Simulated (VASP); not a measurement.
Write the native input for VASP 6.6.1 that does the following.

* Task: single point
* Functional: LDA
* Potentials or basis: VASP PAW LDA potentials, release 64 (Ba_sv)
* Cutoff: 520 eV
* k mesh: 9 × 9 × 10
* Occupations: fermi-dirac, width 0.1 eV
* Spin: no spin polarisation
* Dipole correction: no
* Further INCAR settings: ALGO = Normal; EDIFF = 1e-07; NBANDS = 11

The structure of Ba lies in POSCAR:

```
Ba
1.0
    3.9996500000      0.0000000000      0.0000000000
    0.0000000000      3.9996500000      0.0000000000
    0.0000000000      0.0000000000      3.6055390000
Ba
1
Direct
    0.5000000000      0.5000000000      0.5000000000
```

The input as run:

INCAR

```
SYSTEM = Ba
PREC = Accurate ; ENCUT = 520
EDIFF = 1E-7 ; ISMEAR = -1
SIGMA = 0.1 ; LREAL = .FALSE.
LASPH = .TRUE. ; NELM = 100
ALGO = Normal ; ISIF = 2
LWAVE = .FALSE. ; LCHARG = .FALSE.
GGA = CA ; NBANDS = 11
```

KPOINTS

```
Automatic mesh
0
G
  9 9 10
  0 0 0
```

Potentials or basis: VASP PAW LDA potentials, release 64 (Ba_sv).

Command:

```bash
$ cat potpaw_LDA.64/Ba_sv/POTCAR > POTCAR
$ mpirun -np 1 vasp_std > vasp.out
```

Results of the run:

```
Pressure               : -0.7 GPa
Band gap on the k mesh : zero (band 5 reaches 1.75 eV, above the bottom of band 6 at 1.33 eV)
```

Caveat: spin-orbit coupling is left out, which moves the levels of the heavy elements.

Run time: 46 s on 1 thread of Intel(R) Xeon(R) Platinum 8375C CPU @ 2.90GHz (Ice Lake), on a shared host, peak memory 0.18 GiB.
